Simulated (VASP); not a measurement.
# Cu (P-1) in VASP: single point with PBE

Aim: the single point of Cu with PBE.

Everything below comes from runs of VASP 6.6.1. Logs are shortened: lines on timing, memory, paths and dates and some standing lists are left out, and cuts for length are marked.

### Step 1. The cell of the first run

The typed cell holds 1 atom: a = 2.454 Å, b = 2.446 Å, c = 2.499 Å, α = 109.88°, β = 106.49°, γ = 112.53°.

### Step 2. Single point, PBE (the cell strained at random)

INCAR

```
SYSTEM = Cu
  ALGO = Fast
  EDIFF = 1E-6
  ENCUT = 520
  GGA = PE
  ISIF = 2
  ISMEAR = -1
  LASPH = .TRUE.
  LCHARG = .TRUE.
  LELF = .TRUE.
  LREAL = .FALSE.
  LVHAR = .TRUE.
  LWAVE = .FALSE.
  NBANDS = 12
  NELM = 100
  PREC = Accurate
  SIGMA = 0.05
```

KPOINTS

```
k-points
0
G
  13 13 13
  0 0 0
```

POSCAR

```
Cu
1.0
   -1.4214750000      1.4634020000      1.3646320000
    1.3973850000     -1.4801530000      1.3568690000
    1.4434880000      1.5007180000     -1.3818990000
Cu
1
Direct
    0.0187250000      0.0030440000      0.0144470000
```

Potentials or basis: VASP PAW PBE potentials, release 64 (Cu).

Started as:

```console
cat potpaw_PBE.64/Cu/POTCAR > POTCAR
mpirun -np 1 vasp_std > vasp.out
```

OUTCAR:

```text
SYSTEM = Cu
   EDIFF = 1E-6
   ENCUT = 520
   GGA = PE
   ISIF = 2
   ISMEAR = -1
   LASPH = .TRUE.
   LREAL = .FALSE.
   NELM = 100
   PREC = Accurate

 ion  position               nearest neighbor table
   1  0.019  0.003  0.014-

  LATTYP: Found a triclinic cell.
 ALAT       =     2.4544565762
 B/A-ratio  =     1.6170522406
 C/A-ratio  =     1.9763737969
 COS(alpha) =     0.0000228677
 COS(beta)  =     0.5529492702
 COS(gamma) =     0.7971780044

  Lattice vectors:

 A1 = (   1.4214750000,  -1.4634020000,  -1.3646320000)
 A2 = (   2.8649630000,   0.0373160000,  -2.7465310000)
 A3 = (   1.3753720000,  -4.4442730000,   1.3741360000)

Analysis of symmetry for initial positions (statically):
=====================================================================
 Subroutine PRICEL returns:
 Original cell was already a primitive cell.

 Routine SETGRP: Setting up the symmetry group for a
 triclinic supercell.

 Subroutine GETGRP returns: Found  2 space group operations
 (whereof  1 operations were pure point group operations)
 out of a pool of  2 trial point group operations.

The static configuration has the point symmetry C_1 .
 The point group associated with its full space group is S_2 .

Analysis of symmetry for dynamics (positions and initial velocities):
=====================================================================
 Subroutine PRICEL returns:
 Original cell was already a primitive cell.

 Routine SETGRP: Setting up the symmetry group for a
 triclinic supercell.

 Subroutine GETGRP returns: Found  2 space group operations
 (whereof  1 operations were pure point group operations)
 out of a pool of  2 trial point group operations.

The dynamic configuration has the point symmetry C_1 .
 The point group associated with its full space group is S_2 .

 Subroutine INISYM returns: Found  2 space group operations
 (whereof  1 operations are pure point group operations),
 and found     1 'primitive' translations

----------------------------------------------------------------------------------------

                                     Primitive cell

  volume of cell :      11.4565

  direct lattice vectors                    reciprocal lattice vectors
    -1.421475000  1.463402000  1.364632000     0.000798166  0.339515032  0.369541089
     1.397385000 -1.480153000  1.356869000     0.355273057 -0.000479642  0.370586119
     1.443488000  1.500718000 -1.381899000     0.349626275  0.334801795  0.005155523

  length of vectors
     2.454456576  2.446350593  2.499091228     0.501828368  0.513374373  0.484104693

  position of ions in fractional coordinates (direct lattice)
     0.018725000  0.003044000  0.014447000

  ion indices of the primitive-cell ions
   primitive index   ion index
                 1           1

----------------------------------------------------------------------------------------

 KPOINTS: k-points

Automatic generation of k-mesh.
 Grid dimensions read from file:
 generate k-points for:   13   13   13

 Generating k-lattice:

  Cartesian coordinates                     Fractional coordinates (reciprocal lattice)
     0.000061397  0.026116541  0.028426238     0.076923077  0.000000000 -0.000000000
     0.027328697 -0.000036896  0.028506625    -0.000000000  0.076923077  0.000000000
     0.026894329  0.025753984  0.000396579     0.000000000  0.000000000  0.076923077

  Length of vectors
     0.038602182  0.039490336  0.037238823

  Shift w.r.t. Gamma in fractional coordinates (k-lattice)
     0.000000000  0.000000000  0.000000000

 Subroutine IBZKPT returns following result:
 ===========================================

 Found   1099 irreducible k-points:

 Following reciprocal coordinates:
            Coordinates               Weight
  0.000000  0.000000  0.000000      1.000000
  0.076923  0.000000 -0.000000      2.000000
  0.153846 -0.000000  0.000000      2.000000
  0.230769  0.000000 -0.000000      2.000000
  0.307692 -0.000000  0.000000      2.000000
  0.384615  0.000000  0.000000      2.000000
[... 16 lines left out ...]
  0.153846  0.153846  0.000000      2.000000
  0.230769  0.153846 -0.000000      2.000000
 [... further k-points ...]
   k-points           NKPTS =   1099   k-points in BZ     NKDIM =   1099   number of bands    NBANDS=     12
   number of dos      NEDOS =    301   number of ions     NIONS =      1
   total plane-waves  NPLWV =   6480
   dimension x,y,z NGX =    18 NGY =   18 NGZ =   20
   dimension x,y,z NGXF=    36 NGYF=   36 NGZF=   40
   ions per type =               1
   NGX,Y,Z   is equivalent  to a cutoff of  12.19, 12.23, 13.30 a.u.
   NGXF,Y,Z  is equivalent  to a cutoff of  24.38, 24.46, 26.61 a.u.
 SYSTEM =  Cu
   PREC   = accura    normal or accurate (medium, high low for compatibility)
   ISTART =      0    job   : 0-new  1-cont  2-samecut
   ICHARG =      2    charge: 1-file 2-atom 10-const
   ISPIN  =      1    spin polarized calculation?
   LNONCOLLINEAR =      F non collinear calculations
   LSORBIT =      F    spin-orbit coupling
   LASPH  =      T    aspherical Exc in radial PAW
   ENCUT  =  520.0 eV  38.22 Ry    6.18 a.u.   4.56  4.55  4.65*2*pi/ulx,y,z
   NELM   =    100;   NELMIN=  2; NELMDL= -5     # of ELM steps
   EDIFF  = 0.1E-05   stopping-criterion for ELM
   LREAL  =      F    real-space projection
   EDIFFG = 0.1E-04   stopping-criterion for IOM
   NSW    =      0    number of steps for IOM
   IBRION =     -1    ionic relax: 0-MD 1-quasi-New 2-CG
   NFREE  =      0    steps in history (QN), initial steepest desc. (CG)
   ISIF   =      2    stress and relaxation
   ISYM   =      2    0-nonsym 1-usesym 2-fastsym
   POTIM  = 0.5000    time-step for ionic-motion
   TEBEG  =    0.0;   TEEND  =   0.0 temperature during run
   PSTRESS=    0.0 pullay stress
   NELECT =      11.0000    total number of electrons
   NUPDOWN=      -1.0000    fix difference up-down
   EMIN   =  10.00;   EMAX   =-10.00  energy-range for DOS
   EFERMI =   0.00;   METHOD = LEGACY
   ISMEAR =    -1;   SIGMA  =   0.05  broadening in eV -4-tet -1-fermi 0-gaus
   EFERMI_NEDOS =   21; number of points for ismear=-14 and -15
   IALGO  =     68    algorithm
   IMIX   =      4    mixing-type and parameters
     AMIX     =   0.40;   BMIX     =  1.00
     AMIX_MAG =   1.60;   BMIX_MAG =  1.00
  volume/ion in A,a.u.               =      11.46        77.31
  Fermi-wavevector in a.u.,A,eV,Ry     =   1.615057  3.052015 35.489559  2.608409
  Thomas-Fermi vector in A             =   2.709866
   LORBIT       =      0    0 simple, 1 ext, 2 COOP (PROOUT), +10 PAW based schemes
   GGA     = PE    functional components
   LHFCALC =     F    Hartree Fock is set to
   AEXX    =    0.0000 exact exchange contribution
   IVDW    =     0    specifies the selected vdW correction
   LEPSILON=     F    determine dielectric tensor
   LRPA    =     F    only Hartree local field effects (RPA)
 non-spin polarized calculation
 RMM-DIIS sequential band-by-band and
  energy-cutoff  :      520.00
  volume of cell :       11.46
 maximum number of plane-waves:       321
   NGX =  9   NGY =  9   NGZ =  9

 number of electron      11.0000008 magnetization

 Free energy of the ion-electron system (eV)
  ---------------------------------------------------
  ext. energy  EPLUGINS =         0.00000000
  ---------------------------------------------------
  free energy    TOTEN  =        -3.68362615 eV

  energy without entropy =       -3.68185634  energy(sigma->0) =       -3.68274125

 E-fermi :   7.9048     XC(G=0): -12.9028

 val. band max:        7.9029795501   @ k =  -0.4615   0.0769   0.4615
 cond. band min:       7.9097812889   @ k =   0.3846  -0.2308   0.2308
 fundamental gap:      0.0068017388
 Fermi energy:         7.9047708979

 k-point     1 :       0.0000    0.0000    0.0000
  band No.  band energies     occupation
      1      -1.6103      2.00000
      2       4.5981      2.00000
      3       4.8020      2.00000
      4       4.9734      2.00000
      5       5.6558      2.00000
      6       5.9657      2.00000
      7      32.1726      0.00000
      8      33.0109      0.00000
      9      34.2609      0.00000
     10      36.2710      0.00000
     11      36.4217      0.00000
     12      37.2162      0.00000

 k-point     2 :       0.0769    0.0000   -0.0000
  band No.  band energies     occupation
      1      -1.3736      2.00000
      2       4.6278      2.00000
      3       4.8153      2.00000
      4       4.9751      2.00000
      5       5.6456      2.00000
      6       5.9342      2.00000
      7      31.0766      0.00000
      8      32.1777      0.00000
      9      32.6387      0.00000
     10      34.9561      0.00000
     11      35.1395      0.00000
     12      36.2411      0.00000

 k-point     3 :       0.1538   -0.0000    0.0000
  band No.  band energies     occupation
      1      -0.6805      2.00000
      2       4.5998      2.00000
      3       4.7985      2.00000
      4       5.1305      2.00000
      5       5.6285      2.00000
      6       5.8773      2.00000
      7      27.3132      0.00000
      8      30.2982      0.00000
      9      31.2189      0.00000
     10      32.9697      0.00000
     11      34.3596      0.00000
     12      35.7270      0.00000
[... 286 lines left out ...]
 k-point    23 :       0.1538    0.1538    0.0000
  band No.  band energies     occupation
      1       1.1148      2.00000
      2       4.4138      2.00000
      3       4.5400      2.00000
      4       5.5980      2.00000
      5       5.8265      2.00000
      6       5.9811      2.00000
      7      23.2369      0.00000
      8      24.5280      0.00000
      9      26.9942      0.00000
     10      32.0929      0.00000
     11      34.8752      0.00000
     12      37.5237      0.00000

 k-point    24 :       0.2308    0.1538   -0.0000
  band No.  band energies     occupation
      1       2.2720      2.00000
      2       4.3277      2.00000
      3       4.4574      2.00000
      4       5.5710      2.00000
      5       6.0680      2.00000
      6       6.5376      2.00000
      7      19.3823      0.00000
      8      22.9389      0.00000
      9      25.8054      0.00000
     10      32.1834      0.00000
     11      34.7398      0.00000
     12      38.6269      0.00000

 [... further k-points ...]

------------------------ aborting loop because EDIFF is reached ----------------------------------------

  FORCE on cell =-STRESS in cart. coord.  units (eV):
  Direction    XX          YY          ZZ          XY          YZ          ZX
  --------------------------------------------------------------------------------------
  -------------------------------------------------------------------------------------
  Total        0.4936400      0.6967403      0.6079194     -0.1364057      0.0985758      0.1409145
  in kB       69.0346688     97.4378908     85.0164449    -19.0760952     13.7856456     19.7066355
  external PRESSURE =      83.8296682 kB  Pullay stress =       0.0000000 kB

 VOLUME and BASIS-vectors are now :
 -----------------------------------------------------------------------------
  energy-cutoff  :      520.00
  volume of cell :       11.46
      direct lattice vectors                 reciprocal lattice vectors
    -1.421475000  1.463402000  1.364632000     0.000798166  0.339515032  0.369541089
     1.397385000 -1.480153000  1.356869000     0.355273057 -0.000479642  0.370586119
     1.443488000  1.500718000 -1.381899000     0.349626275  0.334801795  0.005155523

 POSITION                                       TOTAL-FORCE (eV/Angst)
 -----------------------------------------------------------------------------------
     -0.00151      0.04458      0.00972        -0.000000      0.000000      0.000000
 -----------------------------------------------------------------------------------
    total drift:                               -0.000075     -0.000043     -0.000050

  FREE ENERGIE OF THE ION-ELECTRON SYSTEM (eV)
  ---------------------------------------------------
  free  energy   TOTEN  =        -3.6836261478 eV

  energy  without entropy=       -3.6818563439  energy(sigma->0) =       -3.68274125
```

Run time: 3.3 min. Hardware: 1 thread of Intel Xeon 8259CL, shared host; peak memory 0.25 GiB.

Results:

```yaml
Free_energy: -3.6836 eV
Pressure: 8.4 GPa
Band_gap_on_the_k_mesh: zero (an odd number of electrons rules out a gap without spin polarisation)
```

Stress tensor (GPa, compression positive):
```
 6.90 -1.91  1.97
-1.91  9.74  1.38
 1.97  1.38  8.50
```

Caveat: the cell differs from its parent crystal (the cell strained at random); the cell stands under pressure.
